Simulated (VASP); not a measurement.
# PbS (Fm-3m) in VASP: relaxation of cell and atoms with PBE

Aim: the relaxation of cell and atoms of PbS with PBE.

Program: VASP 6.6.1. These are calculated values, not measurements. Logs are shortened: lines on timing, memory, paths and dates and some standing lists are left out, and cuts for length are marked.

### Step 1. The cell of the first run

It takes space group Fm-3m (No. 225, cubic). Conventional cell: a = 6.009 Å, b = 6.009 Å, c = 6.009 Å, α = 90.00°, β = 90.00°, γ = 90.00°. Pb (site symmetry m-3m) has 6 S at 3.00 Å within 4.0 Å. Within 4.0 Å of S (site symmetry m-3m) lie 6 Pb at 3.00 Å.

### Step 2. Relaxation of cell and atoms, PBE

Contents of INCAR:

```
SYSTEM = PbS
PREC = Accurate
ENCUT = 600
EDIFF = 1E-6
ISMEAR = 0
SIGMA = 0.01
LREAL = .False.
LASPH = .True.
NELM = 80
ALGO = Normal
ISIF = 3
LWAVE = .False.
LCHARG = .False.
GGA = PE
IBRION = 2
NSW = 80
EDIFFG = -0.001
```

Contents of KPOINTS:

```
Automatic mesh
0
Gamma
  10 10 10
  0 0 0
```

Contents of POSCAR:

```
PbS
1.0
    0.0000000000      3.0045094525      3.0045094525
    3.0045094525      0.0000000000      3.0045094525
    3.0045094525      3.0045094525      0.0000000000
Pb S
1 1
Direct
    0.0000000000      0.0000000000      0.0000000000
    0.5000000000      0.5000000000      0.5000000000
```

Potentials or basis: VASP PAW PBE potentials, release 64 (Pb_d, S).

On the command line:

```bash
$ cat potpaw_PBE.64/Pb_d/POTCAR potpaw_PBE.64/S/POTCAR > POTCAR
$ mpirun -np 1 vasp_std > vasp.out
```

OUTCAR:

```text
SYSTEM = PbS
   PREC = Accurate
   ENCUT = 600
   EDIFF = 1E-6
   ISMEAR = 0
   LREAL = .False.
   LASPH = .True.
   NELM = 80
   ISIF = 3
   GGA = PE
   IBRION = 2
   NSW = 80
   EDIFFG = -0.001

 ion  position               nearest neighbor table
   1  0.000  0.000  0.000-   2 3.00   2 3.00   2 3.00   2 3.00   2 3.00   2 3.00
   2  0.500  0.500  0.500-   1 3.00   1 3.00   1 3.00   1 3.00   1 3.00   1 3.00

  LATTYP: Found a face centered cubic cell.
 ALAT       =     6.0090189050

  Lattice vectors:

 A1 = (   0.0000000000,   3.0045094525,   3.0045094525)
 A2 = (   3.0045094525,   0.0000000000,   3.0045094525)
 A3 = (   3.0045094525,   3.0045094525,   0.0000000000)

Analysis of symmetry for initial positions (statically):
=====================================================================
 Subroutine PRICEL returns:
 Original cell was already a primitive cell.

 Routine SETGRP: Setting up the symmetry group for a
 face centered cubic supercell.

 Subroutine GETGRP returns: Found 48 space group operations
 (whereof 48 operations were pure point group operations)
 out of a pool of 48 trial point group operations.

The static configuration has the point symmetry O_h .

Analysis of symmetry for dynamics (positions and initial velocities):
=====================================================================
 Subroutine PRICEL returns:
 Original cell was already a primitive cell.

 Routine SETGRP: Setting up the symmetry group for a
 face centered cubic supercell.

 Subroutine GETGRP returns: Found 48 space group operations
 (whereof 48 operations were pure point group operations)
 out of a pool of 48 trial point group operations.

The dynamic configuration has the point symmetry O_h .

 Subroutine INISYM returns: Found 48 space group operations
 (whereof 48 operations are pure point group operations),
 and found     1 'primitive' translations

----------------------------------------------------------------------------------------

                                     Primitive cell

  volume of cell :      54.2439

  direct lattice vectors                    reciprocal lattice vectors
     0.000000000  3.004509452  3.004509452    -0.166416518  0.166416518  0.166416518
     3.004509452  0.000000000  3.004509452     0.166416518 -0.166416518  0.166416518
     3.004509452  3.004509452  0.000000000     0.166416518  0.166416518 -0.166416518

  length of vectors
     4.249018016  4.249018016  4.249018016     0.288241864  0.288241864  0.288241864

  position of ions in fractional coordinates (direct lattice)
     0.000000000  0.000000000  0.000000000
     0.500000000  0.500000000  0.500000000

  ion indices of the primitive-cell ions
   primitive index   ion index
                 1           1
                 2           2

----------------------------------------------------------------------------------------

 KPOINTS: Automatic mesh

Automatic generation of k-mesh.
 Grid dimensions read from file:
 generate k-points for:   10   10   10

 Generating k-lattice:

  Cartesian coordinates                     Fractional coordinates (reciprocal lattice)
    -0.016641652  0.016641652  0.016641652     0.100000000  0.000000000  0.000000000
     0.016641652 -0.016641652  0.016641652     0.000000000  0.100000000  0.000000000
     0.016641652  0.016641652 -0.016641652     0.000000000  0.000000000  0.100000000

  Length of vectors
     0.028824186  0.028824186  0.028824186

  Shift w.r.t. Gamma in fractional coordinates (k-lattice)
     0.000000000  0.000000000  0.000000000

 Subroutine IBZKPT returns following result:
 ===========================================

 Found     47 irreducible k-points:

 Following reciprocal coordinates:
            Coordinates               Weight
  0.000000  0.000000  0.000000      1.000000
  0.100000  0.000000  0.000000      8.000000
  0.200000  0.000000  0.000000      8.000000
  0.300000  0.000000  0.000000      8.000000
  0.400000  0.000000  0.000000      8.000000
  0.500000  0.000000  0.000000      4.000000
[... 16 lines left out ...]
  0.300000  0.300000  0.000000      6.000000
  0.400000  0.300000  0.000000     24.000000
 [... further k-points ...]
   k-points           NKPTS =     47   k-points in BZ     NKDIM =     47   number of bands    NBANDS=     14
   number of dos      NEDOS =    301   number of ions     NIONS =      2
   total plane-waves  NPLWV =  46656
   dimension x,y,z NGX =    36 NGY =   36 NGZ =   36
   dimension x,y,z NGXF=    72 NGYF=   72 NGZF=   72
   ions per type =               1   1
   NGX,Y,Z   is equivalent  to a cutoff of  14.09, 14.09, 14.09 a.u.
   NGXF,Y,Z  is equivalent  to a cutoff of  28.17, 28.17, 28.17 a.u.
 SYSTEM =  PbS
   PREC   = accura    normal or accurate (medium, high low for compatibility)
   ISTART =      0    job   : 0-new  1-cont  2-samecut
   ICHARG =      2    charge: 1-file 2-atom 10-const
   ISPIN  =      1    spin polarized calculation?
   LNONCOLLINEAR =      F non collinear calculations
   LSORBIT =      F    spin-orbit coupling
   LASPH  =      T    aspherical Exc in radial PAW
   ENCUT  =  600.0 eV  44.10 Ry    6.64 a.u.   8.49  8.49  8.49*2*pi/ulx,y,z
   NELM   =     80;   NELMIN=  2; NELMDL= -5     # of ELM steps
   EDIFF  = 0.1E-05   stopping-criterion for ELM
   LREAL  =      F    real-space projection
   EDIFFG = -.1E-02   stopping-criterion for IOM
   NSW    =     80    number of steps for IOM
   IBRION =      2    ionic relax: 0-MD 1-quasi-New 2-CG
   NFREE  =      1    steps in history (QN), initial steepest desc. (CG)
   ISIF   =      3    stress and relaxation
   ISYM   =      2    0-nonsym 1-usesym 2-fastsym
   POTIM  = 0.5000    time-step for ionic-motion
   TEBEG  =    0.0;   TEEND  =   0.0 temperature during run
   PSTRESS=    0.0 pullay stress
   NELECT =      20.0000    total number of electrons
   NUPDOWN=      -1.0000    fix difference up-down
   EMIN   =  10.00;   EMAX   =-10.00  energy-range for DOS
   EFERMI =   0.00;   METHOD = LEGACY
   ISMEAR =     0;   SIGMA  =   0.01  broadening in eV -4-tet -1-fermi 0-gaus
   EFERMI_NEDOS =   21; number of points for ismear=-14 and -15
   IALGO  =     38    algorithm
   IMIX   =      4    mixing-type and parameters
     AMIX     =   0.40;   BMIX     =  1.00
     AMIX_MAG =   1.60;   BMIX_MAG =  1.00
  volume/ion in A,a.u.               =      27.12       183.03
  Fermi-wavevector in a.u.,A,eV,Ry     =   1.173909  2.218367 18.749690  1.378063
  Thomas-Fermi vector in A             =   2.310315
   LORBIT       =      0    0 simple, 1 ext, 2 COOP (PROOUT), +10 PAW based schemes
   GGA     = PE    functional components
   LHFCALC =     F    Hartree Fock is set to
   AEXX    =    0.0000 exact exchange contribution
   IVDW    =     0    specifies the selected vdW correction
   LEPSILON=     F    determine dielectric tensor
   LRPA    =     F    only Hartree local field effects (RPA)
 conjugate gradient relaxation of ions
 non-spin polarized calculation
 Gauss-broadening in eV      SIGMA  =   0.01
  energy-cutoff  :      600.00
  volume of cell :       54.24
 maximum number of plane-waves:      1837
 NGX is ok and might be reduce to    36
   NGX = 17   NGY = 17   NGZ = 17

--------------------------------------- Ionic step        1  -------------------------------------------

 number of electron      19.9999998 magnetization

 Free energy of the ion-electron system (eV)
  ---------------------------------------------------
  ext. energy  EPLUGINS =         0.00000000
  ---------------------------------------------------
  free energy    TOTEN  =        -8.76970635 eV

  energy without entropy =       -8.76970635  energy(sigma->0) =       -8.76970635

------------------------ aborting loop because EDIFF is reached ----------------------------------------

  FORCE on cell =-STRESS in cart. coord.  units (eV):
  Direction    XX          YY          ZZ          XY          YZ          ZX
  --------------------------------------------------------------------------------------
  -------------------------------------------------------------------------------------
  Total       -0.0062428     -0.0062428     -0.0062428      0.0000000     -0.0000000      0.0000000
  in kB       -0.1843913     -0.1843913     -0.1843913      0.0000000     -0.0000000      0.0000000
  external PRESSURE =      -0.1843913 kB  Pullay stress =       0.0000000 kB
[... 89 lines left out ...]
  FREE ENERGIE OF THE ION-ELECTRON SYSTEM (eV)
  ---------------------------------------------------
  free  energy   TOTEN  =        -8.7697051429 eV

  energy  without entropy=       -8.7697051429  energy(sigma->0) =       -8.76970514

[... ionic steps 4 to 10 ...]

--------------------------------------- Ionic step       11  -------------------------------------------

 number of electron      19.9999998 magnetization

------------------------ aborting loop because EDIFF is reached ----------------------------------------

  FORCE on cell =-STRESS in cart. coord.  units (eV):
  Direction    XX          YY          ZZ          XY          YZ          ZX
  --------------------------------------------------------------------------------------
  -------------------------------------------------------------------------------------
  Total       -0.0084517     -0.0084517     -0.0084517      0.0000000      0.0000000      0.0000000
  in kB       -0.2497352     -0.2497352     -0.2497352      0.0000000      0.0000000      0.0000000
  external PRESSURE =      -0.2497352 kB  Pullay stress =       0.0000000 kB
[... 57 lines left out ...]
  energy  without entropy=       -8.7697079788  energy(sigma->0) =       -8.76970798

--------------------------------------- Ionic step       13  -------------------------------------------

 number of electron      19.9999998 magnetization

 Free energy of the ion-electron system (eV)
  ---------------------------------------------------
  ext. energy  EPLUGINS =         0.00000000
  ---------------------------------------------------
  free energy    TOTEN  =        -8.76970804 eV

  energy without entropy =       -8.76970804  energy(sigma->0) =       -8.76970804

 E-fermi :   5.4027     XC(G=0):  -9.5021

 val. band max:        5.2867146572   @ k =   0.5000   0.0000   0.0000
 cond. band min:       5.7846467821   @ k =   0.5000   0.0000   0.0000
 fundamental gap:      0.4979321248
 Fermi energy:         5.4027481570

 k-point     1 :       0.0000    0.0000    0.0000
  band No.  band energies     occupation
      1     -11.4419      2.00000
      2     -11.4419      2.00000
      3     -11.4419      2.00000
      4     -11.4246      2.00000
      5     -11.4246      2.00000
      6      -7.9318      2.00000
      7      -0.7804      2.00000
      8       3.3410      2.00000
      9       3.3410      2.00000
     10       3.3410      2.00000
     11      10.4229      0.00000
     12      10.4229      0.00000
     13      10.4229      0.00000
     14      12.1518      0.00000
[... 375 lines left out ...]
 k-point    24 :       0.4000    0.3000    0.0000
  band No.  band energies     occupation
      1     -11.5099      2.00000
      2     -11.4559      2.00000
      3     -11.4130      2.00000
      4     -11.4026      2.00000
      5     -11.3979      2.00000
      6      -6.7864      2.00000
      7      -2.1659      2.00000
      8       1.9615      2.00000
      9       2.4405      2.00000
     10       2.5964      2.00000
     11       9.0485      0.00000
     12       9.5953      0.00000
     13      10.1835      0.00000
     14      10.6873      0.00000

 [... further k-points ...]
[... 5 lines left out ...]
  --------------------------------------------------------------------------------------
  -------------------------------------------------------------------------------------
  Total       -0.0007625     -0.0007625     -0.0007625      0.0000000      0.0000000      0.0000000
  in kB       -0.0225326     -0.0225326     -0.0225326      0.0000000      0.0000000      0.0000000
  external PRESSURE =      -0.0225326 kB  Pullay stress =       0.0000000 kB
[... 17 lines left out ...]
  FREE ENERGIE OF THE ION-ELECTRON SYSTEM (eV)
  ---------------------------------------------------
  free  energy   TOTEN  =        -8.7697080376 eV

  energy  without entropy=       -8.7697080376  energy(sigma->0) =       -8.76970804

 reached required accuracy - stopping structural energy minimisation
```

It took 1.7 min on 1 thread of Intel Xeon 6975P-C (Granite Rapids), shared host; peak memory 0.22 GiB.

Results:

* Free energy: -8.7697 eV
* Relaxed volume: 27.11 Å³/atom
* Relaxed cell: a = 4.248 Å, b = 4.248 Å, c = 4.248 Å, α = 60.00°, β = 60.00°, γ = 60.00°
* Space group after relaxing (to 0.05 Å): Fm-3m (No. 225)
* Energy gained by relaxing: 0.0 meV/atom
* Ionic steps: 13
* Pressure after relaxing: 0.0 GPa
* Band gap on the k mesh: 0.50 eV, direct

Final structure:
```
Pb S
1.0
     0.00000    3.00405    3.00405
     3.00405    0.00000    3.00405
     3.00405    3.00405    0.00000
Pb S
1 1
Direct
  0.00000 0.00000 0.00000
  0.50000 0.50000 0.50000
```

Levels at points of the mesh, in eV from the valence-band top:
| k point | band 8 | band 9 | band 10 | band 11 | band 12 | band 13 |
| --- | --- | --- | --- | --- | --- | --- |
| (0.00, 0.00, 0.00) | -1.95 | -1.95 | -1.95 | 5.14 | 5.14 | 5.14 |
| (0.50, 0.00, 0.00) | -1.58 | -1.58 | 0.00 | 0.50 | 2.08 | 2.08 |
| (0.50, 0.50, 0.00) | -4.83 | -3.16 | -3.16 | 4.07 | 5.48 | 5.58 |

Caveat: spin-orbit coupling is left out, which moves the levels of the heavy elements.
